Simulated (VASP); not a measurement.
# Cu in VASP: notebook

Runs on Cu. Level: PBE. Tasks: single point.

Everything below comes from runs of VASP 6.6.1. Logs are shortened: lines on timing, memory, paths and dates and some standing lists are left out, and cuts for length are marked.

## (1) The cell of the first run

The structure is monoclinic, space group C2/m (No. 12). The conventional cell has a = 4.382 Å, b = 2.650 Å, c = 2.535 Å, α = 90.00°, β = 124.86°, γ = 90.00°. Within 3.3 Å of Cu (site symmetry 2/m) lie 12 Cu at 2.53 to 2.65 Å.

## (2) Single point, PBE

INCAR

```
ALGO = Fast
EDIFF = 1E-6
ENCUT = 520
GGA = PE
ISIF = 2
ISMEAR = 0
ISYM = 0
LASPH = T
LCHARG = T
LELF = T
LREAL = F
LVHAR = T
LWAVE = F
NBANDS = 36
NELM = 100
PREC = Accurate
SIGMA = 0.1
```

KPOINTS

```
k-points
0
Gamma
  8 5 17
```

POSCAR

```
Cu
1.0
    4.4172695534      0.0000000000      0.0000000000
   -2.2086347767      6.6259043301      0.0000000000
   -1.4724231845      0.0000000000      2.0635292568
Cu
5
Direct
    0.4000000000      0.8000000000      0.0000000000
    0.2000000000      0.4000000000      0.0000000000
    0.8000000000      0.6000000000      0.0000000000
    0.0000000000      0.0000000000      0.0000000000
    0.6000000000      0.2000000000      0.0000000000
```

Potentials or basis: VASP PAW PBE potentials, release 64 (Cu).

The run is started by

```console
$ cat potpaw_PBE.64/Cu/POTCAR > POTCAR
$ mpirun -np 1 vasp_std > vasp.out
```

OUTCAR:

```text
EDIFF = 1E-6
   ENCUT = 520
   GGA = PE
   ISIF = 2
   ISMEAR = 0
   ISYM = 0
   LASPH = T
   LREAL = F
   NELM = 100
   PREC = Accurate

 ion  position               nearest neighbor table
   1  0.400  0.800  0.000-   3 2.56   3 2.56   4 2.56   4 2.56   3 2.58   3 2.58   4 2.58   4 2.58
                             2 2.65   5 2.65
   2  0.200  0.400  0.000-   5 2.56   5 2.56   3 2.56   3 2.56   5 2.58   3 2.58   5 2.58   3 2.58
                             1 2.65   4 2.65
   3  0.800  0.600  0.000-   1 2.56   1 2.56   2 2.56   2 2.56   1 2.58   2 2.58   1 2.58   2 2.58
                             5 2.65   4 2.65
   4  0.000  0.000  0.000-   5 2.56   1 2.56   5 2.56   1 2.56   5 2.58   5 2.58   1 2.58   1 2.58
                             2 2.65   3 2.65
   5  0.600  0.200  0.000-   2 2.56   2 2.56   4 2.56   4 2.56   2 2.58   2 2.58   4 2.58   4 2.58
                             3 2.65   1 2.65

IMPORTANT INFORMATION: All symmetrisations will be switched off!
NOSYMM: (Re-)initialisation of all symmetry stuff for point group C_1.

----------------------------------------------------------------------------------------

                                     Primitive cell

  volume of cell :      60.3962

  direct lattice vectors                    reciprocal lattice vectors
     4.417269553  0.000000000  0.000000000     0.226384192  0.075461397  0.161535550
    -2.208634777  6.625904330  0.000000000     0.000000000  0.150922795  0.000000000
    -1.472423184  0.000000000  2.063529257     0.000000000  0.000000000  0.484606650

  length of vectors
     4.417269553  6.984316414  2.534991721     0.288163077  0.150922795  0.484606650

  position of ions in fractional coordinates (direct lattice)
     0.400000000  0.800000000  0.000000000
     0.200000000  0.400000000  0.000000000
     0.800000000  0.600000000  0.000000000
     0.000000000  0.000000000  0.000000000
     0.600000000  0.200000000  0.000000000

  ion indices of the primitive-cell ions
   primitive index   ion index
                 1           1
                 2           2
                 3           3
                 4           4
                 5           5

----------------------------------------------------------------------------------------

 KPOINTS: k-points

Automatic generation of k-mesh.
 Grid dimensions read from file:
 generate k-points for:    8    5   17

 Generating k-lattice:

  Cartesian coordinates                     Fractional coordinates (reciprocal lattice)
     0.028298024  0.009432675  0.020191944     0.125000000  0.000000000  0.000000000
     0.000000000  0.030184559  0.000000000     0.000000000  0.200000000  0.000000000
     0.000000000  0.000000000  0.028506274     0.000000000  0.000000000  0.058823529

  Length of vectors
     0.036020385  0.030184559  0.028506274

  Shift w.r.t. Gamma in fractional coordinates (k-lattice)
     0.000000000  0.000000000  0.000000000

 -----------------------------------------------------------------------------
|                                                                             |
|           W    W    AA    RRRRR   N    N  II  N    N   GGGG   !!!           |
|           W    W   A  A   R    R  NN   N  II  NN   N  G    G  !!!           |
|           W    W  A    A  R    R  N N  N  II  N N  N  G       !!!           |
|           W WW W  AAAAAA  RRRRR   N  N N  II  N  N N  G  GGG   !            |
|           WW  WW  A    A  R   R   N   NN  II  N   NN  G    G                |
|           W    W  A    A  R    R  N    N  II  N    N   GGGG   !!!           |
|                                                                             |
|     Your reciprocal lattice and k-lattice belong to different lattice       |
|     classes:                                                                |
|                                                                             |
|        The reciprocal lattice is base-centered monoclinic,                  |
|        whereas your k-lattice is triclinic.                                 |
|                                                                             |
|     Results are often still useful ...                                      |
|                                                                             |
 -----------------------------------------------------------------------------

 WARNING: IBZKPT: internal override: KBLOWUP is changed to .FALSE.
      ... skipping the blow-up phase ...

 Subroutine IBZKPT returns following result:
 ===========================================

 Found    341 irreducible k-points:

 Following reciprocal coordinates:
            Coordinates               Weight
  0.000000  0.000000  0.000000      1.000000
  0.125000  0.000000 -0.000000      2.000000
  0.250000  0.000000 -0.000000      2.000000
  0.375000  0.000000 -0.000000      2.000000
  0.500000  0.000000 -0.000000      1.000000
  0.000000  0.200000  0.000000      2.000000
[... 16 lines left out ...]
  0.125000  0.000000  0.058824      2.000000
  0.250000  0.000000  0.058824      2.000000
 [... further k-points ...]
   k-points           NKPTS =    341   k-points in BZ     NKDIM =    341   number of bands    NBANDS=     36
   number of dos      NEDOS =    301   number of ions     NIONS =      5
   total plane-waves  NPLWV =  38880
   dimension x,y,z NGX =    36 NGY =   54 NGZ =   20
   dimension x,y,z NGXF=    72 NGYF=  108 NGZF=   40
   ions per type =               5
   NGX,Y,Z   is equivalent  to a cutoff of  13.55, 12.85, 13.12 a.u.
   NGXF,Y,Z  is equivalent  to a cutoff of  27.10, 25.71, 26.23 a.u.
 SYSTEM =  unknown system
   PREC   = accura    normal or accurate (medium, high low for compatibility)
   ISTART =      0    job   : 0-new  1-cont  2-samecut
   ICHARG =      2    charge: 1-file 2-atom 10-const
   ISPIN  =      1    spin polarized calculation?
   LNONCOLLINEAR =      F non collinear calculations
   LSORBIT =      F    spin-orbit coupling
   LASPH  =      T    aspherical Exc in radial PAW
   ENCUT  =  520.0 eV  38.22 Ry    6.18 a.u.   8.21 12.99  4.71*2*pi/ulx,y,z
   NELM   =    100;   NELMIN=  2; NELMDL= -5     # of ELM steps
   EDIFF  = 0.1E-05   stopping-criterion for ELM
   LREAL  =      F    real-space projection
   EDIFFG = 0.1E-04   stopping-criterion for IOM
   NSW    =      0    number of steps for IOM
   IBRION =     -1    ionic relax: 0-MD 1-quasi-New 2-CG
   NFREE  =      0    steps in history (QN), initial steepest desc. (CG)
   ISIF   =      2    stress and relaxation
   ISYM   =      0    0-nonsym 1-usesym 2-fastsym
   POTIM  = 0.5000    time-step for ionic-motion
   TEBEG  =    0.0;   TEEND  =   0.0 temperature during run
   PSTRESS=    0.0 pullay stress
   NELECT =      55.0000    total number of electrons
   NUPDOWN=      -1.0000    fix difference up-down
   EMIN   =  10.00;   EMAX   =-10.00  energy-range for DOS
   EFERMI =   0.00;   METHOD = LEGACY
   ISMEAR =     0;   SIGMA  =   0.10  broadening in eV -4-tet -1-fermi 0-gaus
   EFERMI_NEDOS =   21; number of points for ismear=-14 and -15
   IALGO  =     68    algorithm
   IMIX   =      4    mixing-type and parameters
     AMIX     =   0.40;   BMIX     =  1.00
     AMIX_MAG =   1.60;   BMIX_MAG =  1.00
  volume/ion in A,a.u.               =      12.08        81.51
  Fermi-wavevector in a.u.,A,eV,Ry     =   1.586813  2.998642 34.259149  2.517976
  Thomas-Fermi vector in A             =   2.686067
   LORBIT       =      0    0 simple, 1 ext, 2 COOP (PROOUT), +10 PAW based schemes
   GGA     = PE    functional components
   LHFCALC =     F    Hartree Fock is set to
   AEXX    =    0.0000 exact exchange contribution
   IVDW    =     0    specifies the selected vdW correction
   LEPSILON=     F    determine dielectric tensor
   LRPA    =     F    only Hartree local field effects (RPA)
 non-spin polarized calculation
 RMM-DIIS sequential band-by-band and
 Gauss-broadening in eV      SIGMA  =   0.10
  energy-cutoff  :      520.00
  volume of cell :       60.40
 maximum number of plane-waves:      1645
 NGX is ok and might be reduce to    36
   NGX = 17   NGY = 25   NGZ =  9

 number of electron      55.0000013 magnetization

 Free energy of the ion-electron system (eV)
  ---------------------------------------------------
  ext. energy  EPLUGINS =         0.00000000
  ---------------------------------------------------
  free energy    TOTEN  =       -18.61323190 eV

  energy without entropy =      -18.60560139  energy(sigma->0) =      -18.60941665

 E-fermi :   7.3237     XC(G=0): -12.5949

 val. band max:        7.3208300493   @ k =   0.2500   0.0000   0.4118
 cond. band min:       7.3257772397   @ k =   0.3750   0.0000   0.1176
 fundamental gap:      0.0049471904
 Fermi energy:         7.3237311746

 k-point     1 :       0.0000    0.0000    0.0000
  band No.  band energies     occupation
      1      -1.8712      2.00000
      2       1.3363      2.00000
      3       1.3363      2.00000
      4       2.9199      2.00000
      5       2.9200      2.00000
      6       3.1886      2.00000
[... 28 lines left out ...]
     35      19.2705      0.00000
     36      19.2719      0.00000

 k-point     2 :       0.1250    0.0000   -0.0000
  band No.  band energies     occupation
      1      -1.6658      2.00000
      2       1.1223      2.00000
      3       1.7319      2.00000
      4       2.8514      2.00000
      5       2.9940      2.00000
      6       3.1955      2.00000
[... 28 lines left out ...]
     35      16.7950      0.00000
     36      17.7365      0.00000

 k-point     3 :       0.2500    0.0000   -0.0000
  band No.  band energies     occupation
      1      -1.0613      2.00000
      2       1.1782      2.00000
      3       2.0967      2.00000
      4       2.7097      2.00000
      5       2.9432      2.00000
      6       3.2986      2.00000
[... 28 lines left out ...]
     35      19.3767      0.00000
     36      20.0659      0.00000
[... 742 lines left out ...]
 k-point    23 :       0.1250    0.0000    0.0588
  band No.  band energies     occupation
      1      -1.3579      2.00000
      2       1.3195      2.00000
      3       1.8647      2.00000
      4       2.8792      2.00000
      5       3.0128      2.00000
      6       3.2775      2.00000
[... 28 lines left out ...]
     35      17.9063      0.00000
     36      18.2387      0.00000

 k-point    24 :       0.2500    0.0000    0.0588
  band No.  band energies     occupation
      1      -0.5911      2.00000
      2       1.4779      2.00000
      3       2.1974      2.00000
      4       2.6175      2.00000
      5       2.8515      2.00000
      6       3.4097      2.00000
[... 28 lines left out ...]
     35      21.0377      0.00000
     36      21.7409      0.00000

 [... further k-points ...]
[... 5 lines left out ...]
  --------------------------------------------------------------------------------------
  -------------------------------------------------------------------------------------
  Total       -0.0698578     -1.3640565      0.7297658     -0.0324245      0.0097709     -0.3444460
  in kB       -1.8531732    -36.1853895     19.3590648     -0.8601490      0.2591998     -9.1373877
  external PRESSURE =      -6.2264993 kB  Pullay stress =       0.0000000 kB

 VOLUME and BASIS-vectors are now :
 -----------------------------------------------------------------------------
  energy-cutoff  :      520.00
  volume of cell :       60.40
      direct lattice vectors                 reciprocal lattice vectors
     4.417269553  0.000000000  0.000000000     0.226384192  0.075461397  0.161535550
    -2.208634777  6.625904330  0.000000000     0.000000000  0.150922795  0.000000000
    -1.472423184  0.000000000  2.063529257     0.000000000  0.000000000  0.484606650

 POSITION                                       TOTAL-FORCE (eV/Angst)
 -----------------------------------------------------------------------------------
      0.00000      5.30072      0.00000        -0.000316     -0.000436      0.000075
      0.00000      2.65036      0.00000         0.000351     -0.000586     -0.000206
      2.20863      3.97554      0.00000        -0.000350      0.000538      0.000214
      0.00000      0.00000      0.00000        -0.000007      0.000015     -0.000005
      2.20863      1.32518      0.00000         0.000321      0.000469     -0.000077
 -----------------------------------------------------------------------------------
    total drift:                               -0.000006      0.000008     -0.000010

  FREE ENERGIE OF THE ION-ELECTRON SYSTEM (eV)
  ---------------------------------------------------
  free  energy   TOTEN  =       -18.6132319004 eV

  energy  without entropy=      -18.6056013916  energy(sigma->0) =      -18.60941665
```

Wall time 12 min (1 thread of AMD EPYC 7R13 (Zen 3), shared host); peak memory 0.55 GiB.

What came out:

```
Free energy            : -18.6132 eV
Pressure               : -0.6 GPa
Band gap on the k mesh : zero (an odd number of electrons rules out a gap without spin polarisation)
```

Levels at points of the mesh, in eV from the Fermi level:
| k point | band 24 | band 25 | band 26 | band 27 | band 28 | band 29 | band 30 | band 31 |
| --- | --- | --- | --- | --- | --- | --- | --- | --- |
| (0.00, 0.00, 0.00) | -1.89 | -1.62 | -1.62 | -1.43 | -1.43 | 3.58 | 3.58 | 6.42 |
| (0.50, 0.00, 0.00) | -1.72 | -1.67 | -1.67 | -1.59 | -1.45 | -1.45 | -1.14 | 3.34 |

Caveat: the stress differs along the axes, from -4 to 2 GPa.

## (3) Single point, PBE

This run uses another cell than the first one, of 12.14 Å³/atom.

INCAR

```
SYSTEM = Cu
ALGO = Fast ; EDIFF = 1E-7
ENCUT = 520 ; GGA = PE
ISIF = 2 ; ISMEAR = 0
ISYM = 0 ; LASPH = .True.
LCHARG = .False. ; LREAL = .False.
LWAVE = .False. ; NBANDS = 36
NELM = 80 ; PREC = Accurate
SIGMA = 0.1
```

KPOINTS

```
k-points
0
Gamma
  8 5 17
  0 0 0
```

Edit POSCAR of step 2 so:

```diff
@@ -2,5 +2,5 @@
 1.0
-    4.4172695534      0.0000000000      0.0000000000
-   -2.2086347767      6.6259043301      0.0000000000
-   -1.4724231845      0.0000000000      2.0635292568
+    4.4171210270     -0.0000024328     -0.0362234789
+   -2.2085641627      6.6259054867      0.0172217420
+   -1.4892954885     -0.0002763642      2.0855678255
 Cu
```

Potentials or basis: VASP PAW PBE potentials, release 64 (Cu).

The run is started by

```console
$ cat potpaw_PBE.64/Cu/POTCAR > POTCAR
$ mpirun -np 1 vasp_std > vasp.out
```

Wall time 13 min (1 thread of AMD EPYC 7R13 (Zen 3), shared host); peak memory 0.55 GiB.

The run converged. Its results:

* Free energy: -18.6185 eV
* Pressure: -1.4 GPa
* Band gap on the k mesh: zero (an odd number of electrons rules out a gap without spin polarisation)

Stress tensor (GPa, compression positive):
```
-1.14 -0.05 -0.03
-0.05 -3.61  0.00
-0.03  0.00  0.49
```

Levels at points of the mesh, in eV from the Fermi level:
| k point | band 25 | band 26 | band 27 | band 28 | band 29 | band 30 |
| --- | --- | --- | --- | --- | --- | --- |
| (0.00, 0.00, 0.00) | -1.62 | -1.62 | -1.42 | -1.42 | 3.73 | 3.73 |
| (0.50, 0.00, 0.00) | -1.67 | -1.67 | -1.59 | -1.44 | -1.44 | -1.08 |

The gap in the log of VASP goes by the Fermi energy; the results here count the filled bands.